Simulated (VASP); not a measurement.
# BaTiO3 (P4/mmm) in VASP: notebook, part 2 of 2

VASP 6.6.1. Earlier steps stand in the parts before.

## 3. Electric field gradients, PBE (zz strain of -3 %)

Input file INCAR:

```
SYSTEM = BaTiO3
  PREC = Accurate
  ENCUT = 520
  EDIFF = 1E-8
  ISMEAR = -1
  SIGMA = 0.05
  LREAL = .FALSE.
  LASPH = .TRUE.
  NELM = 100
  ALGO = Normal
  ISIF = 2
  LWAVE = .FALSE.
  LCHARG = .FALSE.
  GGA = PE
  LEFG = .TRUE.
  NBANDS = 28
```

Input file KPOINTS:

```
regular mesh
0
G
  8 8 8
  0 0 0
```

Input file POSCAR:

```
BaTiO3
1.0
    4.0073000000      0.0000000000      0.0000000000
    0.0000000000      4.0073000000      0.0000000000
    0.0000000000      0.0000000000      3.8870810000
Ba Ti O
1 1 3
Direct
    0.5000000000      0.5000000000      0.5000000000
    0.0000000000      0.0000000000      0.0000000000
    0.5000000000      0.0000000000      0.0000000000
    0.0000000000      0.5000000000      0.0000000000
    0.0000000000      0.0000000000      0.5000000000
```

Potentials or basis: VASP PAW PBE potentials, release 64 (Ba_sv, Ti_sv, O).

Run with:

```console
$ cat potpaw_PBE.64/Ba_sv/POTCAR potpaw_PBE.64/Ti_sv/POTCAR potpaw_PBE.64/O/POTCAR > POTCAR
$ mpirun -np 1 vasp_std > vasp.out
```

OUTCAR:

```text
SYSTEM = BaTiO3
   PREC = Accurate
   ENCUT = 520
   EDIFF = 1E-8
   ISMEAR = -1
   LREAL = .FALSE.
   LASPH = .TRUE.
   NELM = 100
   ISIF = 2
   GGA = PE

 ion  position               nearest neighbor table
   1  0.500  0.500  0.500-   3 2.79   4 2.79   3 2.79   4 2.79   3 2.79   3 2.79   4 2.79   4 2.79
                             5 2.83   5 2.83   5 2.83   5 2.83   2 3.44   2 3.44   2 3.44   2 3.44
   2  0.000  0.000  0.000-   5 1.94   5 1.94   3 2.00   4 2.00   4 2.00   3 2.00   1 3.44   1 3.44
                             1 3.44   1 3.44   1 3.44   1 3.44   1 3.44   1 3.44
   3  0.500  0.000  0.000-   2 2.00   2 2.00   1 2.79   1 2.79   1 2.79   1 2.79
   4  0.000  0.500  0.000-   2 2.00   2 2.00   1 2.79   1 2.79   1 2.79   1 2.79
   5  0.000  0.000  0.500-   2 1.94   2 1.94   1 2.83   1 2.83   1 2.83   1 2.83

  LATTYP: Found a simple tetragonal cell.
[... 984 lines left out ...]
   4      -8.686    27.240   -18.555    -0.000     0.000    -0.000
   5      -6.322    -6.322    12.643    -0.000    -0.000    -0.000
---------------------------------------------------------------------

 Electric field gradients after diagonalization (V/A^2)
 (convention: |V_zz| > |V_xx| > |V_yy|)
----------------------------------------------------------------------
 ion       V_xx      V_yy      V_zz     asymmetry (V_yy - V_xx)/ V_zz
----------------------------------------------------------------------
   1       1.473     1.473    -2.947       0.000
   2      14.229    14.229   -28.457       0.000
   3     -18.555    -8.686    27.240       0.362
   4     -18.555    -8.686    27.240       0.362
   5      -6.322    -6.322    12.643       0.000
----------------------------------------------------------------------

           NMR quadrupolar parameters

 Cq : quadrupolar parameter    Cq=e*Q*V_zz/h
 eta: asymmetry parameters     (V_yy - V_xx)/ V_zz
 Q  : nuclear electric quadrupole moment in mb (millibarn)
----------------------------------------------------------------------
 ion       Cq(MHz)       eta       Q (mb)
----------------------------------------------------------------------
   1      -0.007       0.000       1.000
   2      -0.069       0.000       1.000
   3       0.066       0.362       1.000
   4       0.066       0.362       1.000
   5       0.031       0.000       1.000
----------------------------------------------------------------------
```

It took 67 s on 1 thread of Intel Xeon 6975P-C (Granite Rapids), shared host; peak memory 0.26 GiB.

Results:

```yaml
Free_energy: -39.8697 eV
Pressure: 9.2 GPa
Band_gap_on_the_k_mesh: 1.73 eV (least direct gap 1.85 eV)
Largest_electric_field_gradient_by_atom: Ba -2.9; Ti -28.5; O +27.2, +12.6 (each value once) V/Å²
```

Levels at points of the mesh, in eV from the valence-band top:
```tsv
k point	band 18	band 19	band 20	band 21	band 22	band 23
(0.00, 0.00, 0.00)	-0.16	-0.16	-0.12	1.73	1.79	1.79
(0.50, 0.00, 0.00)	-1.77	-0.74	-0.71	1.95	3.50	3.51
(0.50, 0.50, 0.00)	-1.06	-1.06	-0.19	3.52	3.52	3.91
(0.00, 0.00, 0.50)	-1.95	-0.77	-0.77	1.93	3.78	3.78
(0.50, 0.00, 0.50)	-0.80	-0.79	-0.11	3.51	3.79	4.10
(0.50, 0.50, 0.50)	-0.07	0.00	0.00	4.20	4.36	4.36
```

Electric field gradients, principal values (V/Å²):
```csv
atom,least,middle,greatest (by size)
1 Ba,1.473,1.473,-2.947
2 Ti,14.229,14.229,-28.457
3 O,-8.686,-18.555,27.240
4 O,-8.686,-18.555,27.240
5 O,-6.322,-6.322,12.643
```

Caveat: the cell differs from its parent crystal (zz strain of -3 %); the stress differs along the axes, from 7 to 14 GPa; without QUAD_EFG the Cq values of the log hold for a quadrupole moment of 1 mb, not for the nuclei; spin-orbit coupling is left out, which moves the levels of the heavy elements. A k mesh can miss the band edges.

## 4. Electric field gradients, PBE (zz strain of -3 %)

Input file INCAR:

```
PREC = Accurate
ENCUT = 520
EDIFF = 1E-8
ISMEAR = -1
SIGMA = 0.05
LREAL = False
LASPH = True
NELM = 100
ALGO = Normal
ISIF = 2
LWAVE = False
LCHARG = False
GGA = PE
LEFG = True
NBANDS = 28
```

Input file KPOINTS:

```
regular mesh
0
Gamma
  8 8 8
```

POSCAR is that of step 3.

Potentials or basis: VASP PAW PBE potentials, release 64 (Ba_sv, Ti_sv, O).

Run with:

```console
$ cat potpaw_PBE.64/Ba_sv/POTCAR potpaw_PBE.64/Ti_sv/POTCAR potpaw_PBE.64/O/POTCAR > POTCAR
$ mpirun -np 1 vasp_std > vasp.out
```

OUTCAR:

```text
PREC = Accurate
   ENCUT = 520
   EDIFF = 1E-8
   ISMEAR = -1
   LREAL = False
   LASPH = True
   NELM = 100
   ISIF = 2
   GGA = PE

 ion  position               nearest neighbor table
   1  0.500  0.500  0.500-   3 2.79   4 2.79   3 2.79   4 2.79   3 2.79   3 2.79   4 2.79   4 2.79
                             5 2.83   5 2.83   5 2.83   5 2.83   2 3.44   2 3.44   2 3.44   2 3.44
   2  0.000  0.000  0.000-   5 1.94   5 1.94   3 2.00   4 2.00   4 2.00   3 2.00   1 3.44   1 3.44
                             1 3.44   1 3.44   1 3.44   1 3.44   1 3.44   1 3.44
   3  0.500  0.000  0.000-   2 2.00   2 2.00   1 2.79   1 2.79   1 2.79   1 2.79
   4  0.000  0.500  0.000-   2 2.00   2 2.00   1 2.79   1 2.79   1 2.79   1 2.79
   5  0.000  0.000  0.500-   2 1.94   2 1.94   1 2.83   1 2.83   1 2.83   1 2.83

[... 984 lines left out ...]
   3      27.240    -8.686   -18.555     0.000    -0.000    -0.000
   4      -8.686    27.240   -18.555    -0.000     0.000    -0.000
   5      -6.322    -6.322    12.643    -0.000    -0.000    -0.000
---------------------------------------------------------------------

 Electric field gradients after diagonalization (V/A^2)
 (convention: |V_zz| > |V_xx| > |V_yy|)
----------------------------------------------------------------------
 ion       V_xx      V_yy      V_zz     asymmetry (V_yy - V_xx)/ V_zz
----------------------------------------------------------------------
   1       1.473     1.473    -2.947       0.000
   2      14.229    14.229   -28.457       0.000
   3     -18.555    -8.686    27.240       0.362
   4     -18.555    -8.686    27.240       0.362
   5      -6.322    -6.322    12.643       0.000
----------------------------------------------------------------------

           NMR quadrupolar parameters

 Cq : quadrupolar parameter    Cq=e*Q*V_zz/h
 eta: asymmetry parameters     (V_yy - V_xx)/ V_zz
 Q  : nuclear electric quadrupole moment in mb (millibarn)
----------------------------------------------------------------------
 ion       Cq(MHz)       eta       Q (mb)
----------------------------------------------------------------------
   1      -0.007       0.000       1.000
   2      -0.069       0.000       1.000
   3       0.066       0.362       1.000
   4       0.066       0.362       1.000
   5       0.031       0.000       1.000
----------------------------------------------------------------------
```

OSZICAR:

```text
N       E                     dE             d eps       ncg     rms          rms(c)
DAV:   1     0.429050613348E+03    0.42905E+03   -0.20608E+04  4200   0.152E+03
DAV:   2    -0.631526506648E+01   -0.43537E+03   -0.41366E+03  4784   0.419E+02
DAV:   3    -0.487407407398E+02   -0.42425E+02   -0.41983E+02  4972   0.134E+02
DAV:   4    -0.507283794582E+02   -0.19876E+01   -0.19840E+01  6584   0.261E+01
DAV:   5    -0.507649499377E+02   -0.36570E-01   -0.36561E-01  5308   0.332E+00    0.236E+01
DAV:   6    -0.399951480219E+02    0.10770E+02   -0.56179E+01  5744   0.674E+01    0.975E+00
DAV:   7    -0.399943319765E+02    0.81605E-03   -0.91726E+00  5476   0.220E+01    0.683E+00
DAV:   8    -0.398515057065E+02    0.14283E+00   -0.71205E-01  5212   0.770E+00    0.313E+00
DAV:   9    -0.398899037692E+02   -0.38398E-01   -0.24334E-01  5676   0.367E+00    0.132E+00
DAV:  10    -0.398701759741E+02    0.19728E-01   -0.10553E-01  4736   0.348E+00    0.260E-01
DAV:  11    -0.398697786919E+02    0.39728E-03   -0.59373E-03  5368   0.546E-01    0.935E-02
DAV:  12    -0.398697841133E+02   -0.54213E-05   -0.63618E-04  6168   0.197E-01    0.720E-02
DAV:  13    -0.398697053494E+02    0.78764E-04   -0.31326E-04  4744   0.195E-01    0.109E-02
DAV:  14    -0.398697086139E+02   -0.32645E-05   -0.34132E-05  5940   0.399E-02    0.137E-02
DAV:  15    -0.398697071174E+02    0.14965E-05   -0.15083E-05  5536   0.387E-02    0.729E-03
DAV:  16    -0.398697065884E+02    0.52905E-06   -0.10793E-06  5100   0.965E-03    0.276E-03
DAV:  17    -0.398697065934E+02   -0.49868E-08   -0.59752E-07  5628   0.694E-03    0.111E-03
DAV:  18    -0.398697066009E+02   -0.75420E-08   -0.43505E-08  4520   0.181E-03
   1 F= -.39869707E+02 E0= -.39869707E+02  d E =-.158962E-08
```

It took 73 s on 1 thread of Intel Xeon 6975P-C (Granite Rapids), shared host; peak memory 0.26 GiB.

What came out:

- Free energy: -39.8697 eV
- Pressure: 9.2 GPa
- Band gap on the k mesh: 1.73 eV (least direct gap 1.85 eV)
- Largest electric field gradient by atom: Ba -2.9; Ti -28.5; O +27.2, +12.6 (each value once) V/Å²

Levels at points of the mesh, in eV from the valence-band top:
```csv
k point,band 17,band 18,band 19,band 20,band 21,band 22,band 23,band 24
"(0.00, 0.00, 0.00)",-1.09,-0.16,-0.16,-0.12,1.73,1.79,1.79,3.95
"(0.50, 0.00, 0.00)",-1.77,-1.77,-0.74,-0.71,1.95,3.50,3.51,4.12
"(0.50, 0.50, 0.00)",-1.73,-1.06,-1.06,-0.19,3.52,3.52,3.91,5.16
"(0.00, 0.00, 0.50)",-2.04,-1.95,-0.77,-0.77,1.93,3.78,3.78,3.96
"(0.50, 0.00, 0.50)",-1.74,-0.80,-0.79,-0.11,3.51,3.79,4.10,4.85
"(0.50, 0.50, 0.50)",-2.22,-0.07,0.00,0.00,4.20,4.36,4.36,6.71
```

Electric field gradients, principal values (V/Å²):
```
atom   least   middle  greatest (by size)
1 Ba   1.473    1.473              -2.947
2 Ti  14.229   14.229             -28.457
 3 O  -8.686  -18.555              27.240
 4 O  -8.686  -18.555              27.240
 5 O  -6.322   -6.322              12.643
```

Caveat: the cell differs from its parent crystal (zz strain of -3 %); the stress differs along the axes, from 7 to 14 GPa; without QUAD_EFG the Cq values of the log hold for a quadrupole moment of 1 mb, not for the nuclei; spin-orbit coupling is left out, which moves the levels of the heavy elements. A k mesh can miss the band edges.
